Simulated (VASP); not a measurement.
The system is CaO.

```
Ca O
1.0
     0.00000    2.40356    2.40356
     2.40356    0.00000    2.40356
     2.40356    2.40356    0.00000
Ca O
1 1
Direct
  0.00000 0.00000 0.00000
  0.50000 0.50000 0.50000
```

Program: VASP 6.6.1. Alike in all runs: task single point; potentials or basis VASP PAW PBE potentials, release 64 (Ca_sv, O); no spin polarisation; cell as given; cutoff (eV) 520; smearing fermi-dirac 0.05 eV.

**Question.** Order these runs on this cell by their band gap on the k mesh, lowest first.
A. level r2SCAN0; k mesh 6 × 6 × 6; share of exact exchange 0.25
B. level r2SCAN50; k mesh 5 × 5 × 5; share of exact exchange 0.5
C. level PBE0; k mesh 6 × 6 × 6; share of exact exchange 0.25
D. level PBE0; k mesh 5 × 5 × 5; share of exact exchange 0.25
E. level PBE-based screened hybrid with 25 % exact exchange; k mesh 5 × 5 × 5; share of exact exchange 0.25; screening parameter 0.3 1/Å

**Answer.** E (5.24 eV), C (6.05 eV), D (6.26 eV), A (6.42 eV), B (8.95 eV).

Caveats: some runs use coarse meshes; an odd mesh through Γ misses points on the zone boundary, where band edges can lie (at least some runs).

A k mesh can miss the band edges, odd and even meshes differently.
